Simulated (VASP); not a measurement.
A run of VASP 6.6.1:

Contents of INCAR:

```
ALGO = Normal
EDIFF = 1E-6
ENCUT = 520
GGA = PS
ISIF = 2
ISMEAR = -1
LASPH = True
LCHARG = True
LELF = True
LREAL = False
LVHAR = True
LWAVE = False
NBANDS = 10
NELM = 100
PREC = Accurate
SIGMA = 0.1
```

File KPOINTS:

```
k-points
0
Gamma
  8 8 12
```

The input POSCAR:

```
Mg
1.0
    5.1401289880      0.0000000000      0.0000000000
   -2.5700644940      4.4514822823      0.0000000000
    0.0000000000      0.0000000000      3.1141153869
Mg
3
Direct
    1.0000000000      0.0000000000      0.0000000000
    0.3333333333      0.6666666667      0.5000000000
    0.6666666667      0.3333333333      0.5000000000
```

Potentials or basis: VASP PAW PBE potentials, release 64 (Mg).

Run with:

```console
$ cat potpaw_PBE.64/Mg/POTCAR > POTCAR
$ mpirun -np 1 vasp_std > vasp.out
```

Hardware: 1 thread of Intel(R) Xeon(R) Platinum 8488C (Sapphire Rapids) (shared host).

Question: How long does it take, and how much memory?

Answer: Wall time 29 s on 1 thread of Intel(R) Xeon(R) Platinum 8488C (Sapphire Rapids), on a shared host, peak memory 0.2 GiB. Counts: scf iterations 10, k points 70.
